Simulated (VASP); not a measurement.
# CdSe: relaxation of cell and atoms with PBE

Crystal: CdSe.

```
Cd Se
1.0
     4.34609    0.00000    0.00000
    -2.17304    3.76382    0.00000
     0.00000    0.00000    7.08984
Cd Se
2 2
Direct
  0.66667 0.33333 0.49995
  0.33333 0.66667 0.99995
  0.66667 0.33333 0.87591
  0.33333 0.66667 0.37591
```

```json
{
  "Program": "VASP 6.6.1",
  "Task": "relaxation of cell and atoms",
  "Functional": "PBE",
  "Potentials or basis": "VASP PAW PBE potentials, release 64 (Cd, Se)",
  "Cutoff": "600 eV",
  "k mesh": "6 × 6 × 4",
  "Occupations": "gaussian, width 0.02 eV",
  "Spin": "no spin polarisation",
  "Dipole correction": "no",
  "Further INCAR settings": "ALGO = Normal; EDIFF = 1e-06; IBRION = 2; EDIFFG = -0.01; NSW = 100; ISIF = 3"
}
```

The relaxed volume is 29.90 Å³/atom, the relaxed cell is a = 4.391 Å, b = 4.391 Å, c = 7.162 Å, α = 90.00°, β = 90.00°, γ = 120.00° and the space group after relaxing (to 0.1 Å) is P6_3mc (No. 186). The energy gained by relaxing is 4.0 meV/atom and the ionic steps are 3. The pressure after relaxing is 0.0 GPa and the band gap on the k mesh is 0.53 eV.

The path:
```csv
step,energy change (eV),largest force (eV/Å),pressure (GPa),volume (Å³)
1,0.0000,0.0065,1.47,115.97
2,-0.0152,0.0003,-0.34,120.50
3,-0.0161,0.0012,0.00,119.58
```

Final structure:
```xyz
4
Lattice="4.3908 0.0000 0.0000 -2.1954 3.8026 0.0000 0.0000 0.0000 7.1621" Properties=species:S:1:pos:R:3 pbc="T T T"
Cd    2.1954    1.2675    3.5810
Cd    0.0000    2.5351    7.1620
Se    2.1954    1.2675    6.2731
Se    0.0000    2.5351    2.6920
```

Levels at points of the mesh, in eV from the valence-band top:
```csv
k point,band 16,band 17,band 18,band 19,band 20,band 21
"(0.00, 0.00, 0.00)",-0.04,0.00,0.00,0.53,2.13,5.85
"(0.50, 0.00, 0.00)",-1.66,-1.19,-0.68,3.08,3.32,4.79
"(0.00, 0.00, 0.50)",-0.36,-0.36,-0.36,2.25,2.25,5.76
"(0.50, 0.00, 0.50)",-1.22,-1.21,-1.21,2.90,2.90,4.83
```

Wall time 2.1 min on 1 thread of Intel(R) Xeon(R) Platinum 8488C (Sapphire Rapids), with other jobs on the host, peak memory 0.3 GiB.
